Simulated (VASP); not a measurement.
A run of VASP 6.6.1 is set up as follows.

The input INCAR:

```
PREC     = Accurate       # precision mode
ENCUT    = 520            # plane-wave cutoff, eV
EDIFF    = 1E-6           # SCF threshold, eV
ISMEAR   = 0              # smearing method
SIGMA    = 0.2            # smearing width, eV
LREAL    = F              # projectors in reciprocal space
LASPH    = T              # aspherical terms in the spheres
NELM     = 80             # most SCF steps
ALGO     = Normal         # electronic algorithm
ISIF     = 2              # what is computed and relaxed
LWAVE    = F              # write WAVECAR
LCHARG   = T              # write CHGCAR
GGA      = PE             # functional
LELF     = T              # ELF
LVHAR    = T            
NBANDS   = 36             # bands
```

KPOINTS

```
regular mesh
0
Gamma
  4 4 4
```

File POSCAR:

```
BaHf2O4
1.0
    2.1639403703     -6.5179158405      0.0000000000
    2.1639403703      6.5179158405      0.0000000000
    0.0000000000      0.0000000000      4.0019279590
Ba Hf O
1 2 4
Direct
    0.0000000000      0.0000000000      0.0000000000
    0.3344441281      0.6655558719      0.5000000000
    0.6655558719      0.3344441281      0.5000000000
    0.1695871456      0.8304128544      0.5000000000
    0.3657554709      0.6342445291      0.0000000000
    0.8304128544      0.1695871456      0.5000000000
    0.6342445291      0.3657554709      0.0000000000
```

Potentials or basis: VASP PAW PBE potentials, release 64 (Ba_sv, Hf_pv, O).

Launch:

```bash
$ cat potpaw_PBE.64/Ba_sv/POTCAR potpaw_PBE.64/Hf_pv/POTCAR potpaw_PBE.64/O/POTCAR > POTCAR
$ mpirun -np 1 vasp_std > vasp.out
```

(1) Predict the pressure.

(2) What does it give for the band gap on the k mesh?

(3) What does it give for the largest force?

Answers

(1) -1.2 GPa.

(2) zero (band 27 reaches 5.50 eV, above the bottom of band 28 at 4.34 eV).

(3) 0.170 eV/Å.

Caveat: the k points lie up to 0.39 Å⁻¹ apart; spin-orbit coupling is left out, which moves the levels of the heavy elements.
